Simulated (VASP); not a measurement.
# Ca (Fm-3m) in VASP: a series of runs

Runs on Ca. Level: revPBE. Tasks: single point.

Program: VASP 6.6.1. These are calculated values, not measurements. Logs are shortened: lines on timing, memory, paths and dates and some standing lists are left out, and cuts for length are marked.

### 1 The cell of the first run

Symmetry: Fm-3m, No. 225, cubic system. The conventional cell has a = 5.367 Å, b = 5.367 Å, c = 5.367 Å, α = 90.00°, β = 90.00°, γ = 90.00°. Ca (site symmetry m-3m) has 12 Ca at 3.80 Å within 5.0 Å.

### 2 Single point, revPBE (volume scaled by 0.88)

INCAR reads:

```
SYSTEM = Ca
  ALGO = Normal
  EDIFF = 1E-6
  ENCUT = 520
  GGA = RE
  ISIF = 2
  ISMEAR = -1
  LASPH = .True.
  LCHARG = .True.
  LELF = .True.
  LREAL = .False.
  LVHAR = .True.
  LWAVE = .False.
  NBANDS = 11
  NELM = 80
  PREC = Accurate
  SIGMA = 0.1
```

KPOINTS reads:

```
k-points
0
Gamma
  16 16 16
  0 0 0
```

POSCAR reads:

```
Ca
1.0
    0.0000000000      2.6836762450      2.6836762450
    2.6836762450      0.0000000000      2.6836762450
    2.6836762450      2.6836762450      0.0000000000
Ca
1
Direct
    0.0000000000      0.0000000000      0.0000000000
```

Potentials or basis: VASP PAW PBE potentials, release 64 (Ca_sv).

On the command line:

```console
$ cat potpaw_PBE.64/Ca_sv/POTCAR > POTCAR
$ mpirun -np 1 vasp_std > vasp.out
```

OUTCAR:

```text
SYSTEM = Ca
   EDIFF = 1E-6
   ENCUT = 520
   GGA = RE
   ISIF = 2
   ISMEAR = -1
   LASPH = .True.
   LREAL = .False.
   NELM = 80
   PREC = Accurate

 ion  position               nearest neighbor table
   1  0.000  0.000  0.000-

  LATTYP: Found a face centered cubic cell.
 ALAT       =     5.3673524900

  Lattice vectors:

 A1 = (   0.0000000000,   2.6836762450,   2.6836762450)
 A2 = (   2.6836762450,   0.0000000000,   2.6836762450)
 A3 = (   2.6836762450,   2.6836762450,   0.0000000000)

Analysis of symmetry for initial positions (statically):
=====================================================================
 Subroutine PRICEL returns:
 Original cell was already a primitive cell.

 Routine SETGRP: Setting up the symmetry group for a
 face centered cubic supercell.

 Subroutine GETGRP returns: Found 48 space group operations
 (whereof 48 operations were pure point group operations)
 out of a pool of 48 trial point group operations.

The static configuration has the point symmetry O_h .

Analysis of symmetry for dynamics (positions and initial velocities):
=====================================================================
 Subroutine PRICEL returns:
 Original cell was already a primitive cell.

 Routine SETGRP: Setting up the symmetry group for a
 face centered cubic supercell.

 Subroutine GETGRP returns: Found 48 space group operations
 (whereof 48 operations were pure point group operations)
 out of a pool of 48 trial point group operations.

The dynamic configuration has the point symmetry O_h .

 Subroutine INISYM returns: Found 48 space group operations
 (whereof 48 operations are pure point group operations),
 and found     1 'primitive' translations

----------------------------------------------------------------------------------------

                                     Primitive cell

  volume of cell :      38.6563

  direct lattice vectors                    reciprocal lattice vectors
     0.000000000  2.683676245  2.683676245    -0.186311594  0.186311594  0.186311594
     2.683676245  0.000000000  2.683676245     0.186311594 -0.186311594  0.186311594
     2.683676245  2.683676245  0.000000000     0.186311594  0.186311594 -0.186311594

  length of vectors
     3.795291343  3.795291343  3.795291343     0.322701148  0.322701148  0.322701148

  position of ions in fractional coordinates (direct lattice)
     0.000000000  0.000000000  0.000000000

  ion indices of the primitive-cell ions
   primitive index   ion index
                 1           1

----------------------------------------------------------------------------------------

 KPOINTS: k-points

Automatic generation of k-mesh.
 Grid dimensions read from file:
 generate k-points for:   16   16   16

 Generating k-lattice:

  Cartesian coordinates                     Fractional coordinates (reciprocal lattice)
    -0.011644475  0.011644475  0.011644475     0.062500000  0.000000000  0.000000000
     0.011644475 -0.011644475  0.011644475     0.000000000  0.062500000  0.000000000
     0.011644475  0.011644475 -0.011644475     0.000000000  0.000000000  0.062500000

  Length of vectors
     0.020168822  0.020168822  0.020168822

  Shift w.r.t. Gamma in fractional coordinates (k-lattice)
     0.000000000  0.000000000  0.000000000

 Subroutine IBZKPT returns following result:
 ===========================================

 Found    145 irreducible k-points:

 Following reciprocal coordinates:
            Coordinates               Weight
  0.000000  0.000000  0.000000      1.000000
  0.062500  0.000000  0.000000      8.000000
  0.125000  0.000000  0.000000      8.000000
  0.187500  0.000000  0.000000      8.000000
  0.250000  0.000000  0.000000      8.000000
  0.312500  0.000000  0.000000      8.000000
[... 16 lines left out ...]
 -0.125000  0.062500  0.000000     24.000000
 -0.062500  0.062500  0.000000     12.000000
 [... further k-points ...]
   k-points           NKPTS =    145   k-points in BZ     NKDIM =    145   number of bands    NBANDS=     11
   number of dos      NEDOS =    301   number of ions     NIONS =      1
   total plane-waves  NPLWV =  21952
   dimension x,y,z NGX =    28 NGY =   28 NGZ =   28
   dimension x,y,z NGXF=    56 NGYF=   56 NGZF=   56
   ions per type =               1
   NGX,Y,Z   is equivalent  to a cutoff of  12.26, 12.26, 12.26 a.u.
   NGXF,Y,Z  is equivalent  to a cutoff of  24.53, 24.53, 24.53 a.u.
 SYSTEM =  Ca
   PREC   = accura    normal or accurate (medium, high low for compatibility)
   ISTART =      0    job   : 0-new  1-cont  2-samecut
   ICHARG =      2    charge: 1-file 2-atom 10-const
   ISPIN  =      1    spin polarized calculation?
   LNONCOLLINEAR =      F non collinear calculations
   LSORBIT =      F    spin-orbit coupling
   LASPH  =      T    aspherical Exc in radial PAW
   ENCUT  =  520.0 eV  38.22 Ry    6.18 a.u.   7.06  7.06  7.06*2*pi/ulx,y,z
   NELM   =     80;   NELMIN=  2; NELMDL= -5     # of ELM steps
   EDIFF  = 0.1E-05   stopping-criterion for ELM
   LREAL  =      F    real-space projection
   EDIFFG = 0.1E-04   stopping-criterion for IOM
   NSW    =      0    number of steps for IOM
   IBRION =     -1    ionic relax: 0-MD 1-quasi-New 2-CG
   NFREE  =      0    steps in history (QN), initial steepest desc. (CG)
   ISIF   =      2    stress and relaxation
   ISYM   =      2    0-nonsym 1-usesym 2-fastsym
   POTIM  = 0.5000    time-step for ionic-motion
   TEBEG  =    0.0;   TEEND  =   0.0 temperature during run
   PSTRESS=    0.0 pullay stress
   NELECT =      10.0000    total number of electrons
   NUPDOWN=      -1.0000    fix difference up-down
   EMIN   =  10.00;   EMAX   =-10.00  energy-range for DOS
   EFERMI =   0.00;   METHOD = LEGACY
   ISMEAR =    -1;   SIGMA  =   0.10  broadening in eV -4-tet -1-fermi 0-gaus
   EFERMI_NEDOS =   21; number of points for ismear=-14 and -15
   IALGO  =     38    algorithm
   IMIX   =      4    mixing-type and parameters
     AMIX     =   0.40;   BMIX     =  1.00
     AMIX_MAG =   1.60;   BMIX_MAG =  1.00
  volume/ion in A,a.u.               =      38.66       260.87
  Fermi-wavevector in a.u.,A,eV,Ry     =   1.043121  1.971213 14.804520  1.088102
  Thomas-Fermi vector in A             =   2.177816
   LORBIT       =      0    0 simple, 1 ext, 2 COOP (PROOUT), +10 PAW based schemes
   GGA     = RE    functional components
   LHFCALC =     F    Hartree Fock is set to
   AEXX    =    0.0000 exact exchange contribution
   IVDW    =     0    specifies the selected vdW correction
   LEPSILON=     F    determine dielectric tensor
   LRPA    =     F    only Hartree local field effects (RPA)
 non-spin polarized calculation
  energy-cutoff  :      520.00
  volume of cell :       38.66
 maximum number of plane-waves:      1056
   NGX = 15   NGY = 15   NGZ = 15

 number of electron      10.0000002 magnetization

 Free energy of the ion-electron system (eV)
  ---------------------------------------------------
  ext. energy  EPLUGINS =         0.00000000
  ---------------------------------------------------
  free energy    TOTEN  =        -1.74564431 eV

  energy without entropy =       -1.70692419  energy(sigma->0) =       -1.72628425

 E-fermi :   2.4098     XC(G=0):  -7.9111

 val. band max:        2.4011158701   @ k =  -0.3125   0.3750   0.1250
 cond. band min:       2.4181812759   @ k =  -0.3125   0.5000   0.1875
 fundamental gap:      0.0170654058
 Fermi energy:         2.4098171441

 k-point     1 :       0.0000    0.0000    0.0000
  band No.  band energies     occupation
      1     -39.4929      2.00000
      2     -20.3532      2.00000
      3     -20.3532      2.00000
      4     -20.3532      2.00000
      5      -1.7678      2.00000
      6       4.9028      0.00000
      7       4.9028      0.00000
      8       4.9028      0.00000
      9       6.0865      0.00000
     10       6.0865      0.00000
     11      11.8785      0.00000

 k-point     2 :       0.0625    0.0000    0.0000
  band No.  band energies     occupation
      1     -39.4921      2.00000
      2     -20.3605      2.00000
      3     -20.3542      2.00000
      4     -20.3542      2.00000
      5      -1.6957      2.00000
      6       4.8209      0.00000
      7       4.9316      0.00000
      8       4.9316      0.00000
      9       6.0598      0.00000
     10       6.0598      0.00000
     11      11.9817      0.00000

 k-point     3 :       0.1250    0.0000    0.0000
  band No.  band energies     occupation
      1     -39.4899      2.00000
      2     -20.3812      2.00000
      3     -20.3569      2.00000
      4     -20.3569      2.00000
      5      -1.4826      2.00000
      6       4.5966      0.00000
      7       5.0024      0.00000
      8       5.0024      0.00000
      9       6.0034      0.00000
     10       6.0034      0.00000
     11      12.1512      0.00000

 k-point     4 :       0.1875    0.0000    0.0000
  band No.  band energies     occupation
      1     -39.4867      2.00000
      2     -20.4121      2.00000
      3     -20.3611      2.00000
      4     -20.3611      2.00000
      5      -1.1379      2.00000
      6       4.2756      0.00000
      7       5.0628      0.00000
      8       5.0628      0.00000
      9       5.9878      0.00000
     10       5.9878      0.00000
     11      11.3814      0.00000
[... 239 lines left out ...]
 k-point    22 :      -0.1875    0.0625    0.0000
  band No.  band energies     occupation
      1     -39.4849      2.00000
      2     -20.4254      2.00000
      3     -20.3695      2.00000
      4     -20.3608      2.00000
      5      -0.9364      2.00000
      6       4.1306      0.00000
      7       5.0052      0.00000
      8       5.1385      0.00000
      9       5.8132      0.00000
     10       6.1792      0.00000
     11      11.0825      0.00000

 k-point    23 :      -0.1250    0.0625    0.0000
  band No.  band energies     occupation
      1     -39.4883      2.00000
      2     -20.3936      2.00000
      3     -20.3638      2.00000
      4     -20.3569      2.00000
      5      -1.3197      2.00000
      6       4.4537      0.00000
      7       5.0078      0.00000
      8       5.0768      0.00000
      9       5.8426      0.00000
     10       6.1007      0.00000
     11      12.0484      0.00000

 k-point    24 :      -0.0625    0.0625    0.0000
  band No.  band energies     occupation
      1     -39.4909      2.00000
      2     -20.3708      2.00000
      3     -20.3584      2.00000
      4     -20.3545      2.00000
      5      -1.5767      2.00000
      6       4.6972      0.00000
      7       4.9652      0.00000
      8       4.9829      0.00000
      9       5.9570      0.00000
     10       6.0849      0.00000
     11      12.1284      0.00000

 [... further k-points ...]

------------------------ aborting loop because EDIFF is reached ----------------------------------------

  FORCE on cell =-STRESS in cart. coord.  units (eV):
  Direction    XX          YY          ZZ          XY          YZ          ZX
  --------------------------------------------------------------------------------------
  -------------------------------------------------------------------------------------
  Total        0.6264525      0.6264525      0.6264525      0.0000000      0.0000000     -0.0000000
  in kB       25.9644044     25.9644044     25.9644044      0.0000000      0.0000000     -0.0000000
  external PRESSURE =      25.9644044 kB  Pullay stress =       0.0000000 kB

 VOLUME and BASIS-vectors are now :
 -----------------------------------------------------------------------------
  energy-cutoff  :      520.00
  volume of cell :       38.66
      direct lattice vectors                 reciprocal lattice vectors
     0.000000000  2.683676245  2.683676245    -0.186311594  0.186311594  0.186311594
     2.683676245  0.000000000  2.683676245     0.186311594 -0.186311594  0.186311594
     2.683676245  2.683676245  0.000000000     0.186311594  0.186311594 -0.186311594

 POSITION                                       TOTAL-FORCE (eV/Angst)
 -----------------------------------------------------------------------------------
      0.00000      0.00000      0.00000         0.000000     -0.000000      0.000000
 -----------------------------------------------------------------------------------
    total drift:                               -0.000000     -0.000000     -0.000000

  FREE ENERGIE OF THE ION-ELECTRON SYSTEM (eV)
  ---------------------------------------------------
  free  energy   TOTEN  =        -1.7456443094 eV

  energy  without entropy=       -1.7069241872  energy(sigma->0) =       -1.72628425
```

Run time: 25 s. Hardware: 1 thread of Intel Xeon Platinum 8559C (Emerald Rapids), shared host; peak memory 0.19 GiB.

Results:

- Free energy: -1.7456 eV
- Pressure: 2.6 GPa
- Band gap on the k mesh: zero (band 5 reaches 2.55 eV, above the bottom of band 6 at 2.30 eV)

Caveat: the PAW data sets were made with another functional, which shifts forces and pressure a little.

### 3 Single point, revPBE (volume scaled by 0.92)

INCAR reads:

```
  PREC = Accurate
  ENCUT = 520
  EDIFF = 1E-6
  ISMEAR = -1
  SIGMA = 0.1
  LREAL = False
  LASPH = True
  NELM = 100
  ALGO = Normal
  ISIF = 2
  LWAVE = False
  LCHARG = False
  GGA = RE
  NBANDS = 11
```

KPOINTS reads:

```
regular mesh
0
Gamma
  16 16 16
```

POSCAR reads:

```
Ca
1.0
    0.0000000000      2.7237370205      2.7237370205
    2.7237370205      0.0000000000      2.7237370205
    2.7237370205      2.7237370205      0.0000000000
Ca
1
Direct
    0.0000000000      0.0000000000      0.0000000000
```

Potentials or basis: VASP PAW PBE potentials, release 64 (Ca_sv).

On the command line:

```console
$ cat potpaw_PBE.64/Ca_sv/POTCAR > POTCAR
$ mpirun -np 1 vasp_std > vasp.out
```

OUTCAR:

```text
PREC = Accurate
   ENCUT = 520
   EDIFF = 1E-6
   ISMEAR = -1
   LREAL = False
   LASPH = True
   NELM = 100
   ISIF = 2
   GGA = RE

 ion  position               nearest neighbor table
   1  0.000  0.000  0.000-

  LATTYP: Found a face centered cubic cell.
 ALAT       =     5.4474740410

  Lattice vectors:

 A1 = (   0.0000000000,   2.7237370205,   2.7237370205)
 A2 = (   2.7237370205,   0.0000000000,   2.7237370205)
[... 513 lines left out ...]
      9       5.6611      0.00000
     10       5.7818      0.00000
     11      11.7152      0.00000

 [... further k-points ...]

------------------------ aborting loop because EDIFF is reached ----------------------------------------

  FORCE on cell =-STRESS in cart. coord.  units (eV):
  Direction    XX          YY          ZZ          XY          YZ          ZX
  --------------------------------------------------------------------------------------
  -------------------------------------------------------------------------------------
  Total        0.3978297      0.3978297      0.3978297      0.0000000      0.0000000     -0.0000000
  in kB       15.7718346     15.7718346     15.7718346      0.0000000      0.0000000     -0.0000000
  external PRESSURE =      15.7718346 kB  Pullay stress =       0.0000000 kB

 VOLUME and BASIS-vectors are now :
 -----------------------------------------------------------------------------
  energy-cutoff  :      520.00
  volume of cell :       40.41
      direct lattice vectors                 reciprocal lattice vectors
     0.000000000  2.723737021  2.723737021    -0.183571320  0.183571320  0.183571320
     2.723737021  0.000000000  2.723737021     0.183571320 -0.183571320  0.183571320
     2.723737021  2.723737021  0.000000000     0.183571320  0.183571320 -0.183571320

 POSITION                                       TOTAL-FORCE (eV/Angst)
 -----------------------------------------------------------------------------------
      0.00000      0.00000      0.00000        -0.000000     -0.000000     -0.000000
 -----------------------------------------------------------------------------------
    total drift:                               -0.000000     -0.000000      0.000000

  FREE ENERGIE OF THE ION-ELECTRON SYSTEM (eV)
  ---------------------------------------------------
  free  energy   TOTEN  =        -1.7688445925 eV

  energy  without entropy=       -1.7294308663  energy(sigma->0) =       -1.74913773
```

OSZICAR:

```text
N       E                     dE             d eps       ncg     rms          rms(c)
DAV:   1     0.670617274560E+02    0.67062E+02   -0.50870E+03  3190   0.832E+02
DAV:   2    -0.312931234510E+00   -0.67375E+02   -0.66762E+02  3529   0.210E+02
DAV:   3    -0.170811134454E+01   -0.13952E+01   -0.13770E+01  4565   0.305E+01
DAV:   4    -0.177770287853E+01   -0.69592E-01   -0.69353E-01  4109   0.538E+00
DAV:   5    -0.177948429455E+01   -0.17814E-02   -0.17812E-02  4540   0.697E-01    0.222E+00
DAV:   6    -0.177093955238E+01    0.85447E-02   -0.13219E-02  3926   0.125E+00    0.137E+00
DAV:   7    -0.176935886219E+01    0.15807E-02   -0.19681E-02  3655   0.163E+00    0.111E-01
DAV:   8    -0.176882381167E+01    0.53505E-03   -0.23029E-03  3737   0.466E-01    0.240E-02
DAV:   9    -0.176884406237E+01   -0.20251E-04   -0.10505E-04  4243   0.878E-02    0.577E-03
DAV:  10    -0.176884459251E+01   -0.53014E-06   -0.73825E-06  4562   0.233E-02
   1 F= -.17688446E+01 E0= -.17491377E+01  d E =-.394137E-01
```

Run time: 29 s. Hardware: 1 thread of Intel Xeon Platinum 8559C (Emerald Rapids), shared host; peak memory 0.2 GiB.

Results:

| Quantity | Value |
| --- | --- |
| Free energy | -1.7688 eV |
| Pressure | 1.6 GPa |
| Band gap on the k mesh | zero (band 5 reaches 2.40 eV, above the bottom of band 6 at 2.07 eV) |

Levels at points of the mesh, in eV from the Fermi level:
| k point | band 2 | band 3 | band 4 | band 5 | band 6 | band 7 | band 8 | band 9 |
| --- | --- | --- | --- | --- | --- | --- | --- | --- |
| (0.00, 0.00, 0.00) | -22.87 | -22.87 | -22.87 | -4.10 | 2.44 | 2.44 | 2.44 | 3.56 |
| (0.50, 0.00, 0.00) | -23.03 | -22.89 | -22.89 | -0.98 | -0.15 | 2.31 | 2.31 | 4.28 |
| (0.50, 0.50, 0.00) | -23.02 | -22.93 | -22.93 | -0.49 | 0.58 | 1.04 | 4.27 | 4.47 |

Caveat: the PAW data sets were made with another functional, which shifts forces and pressure a little.
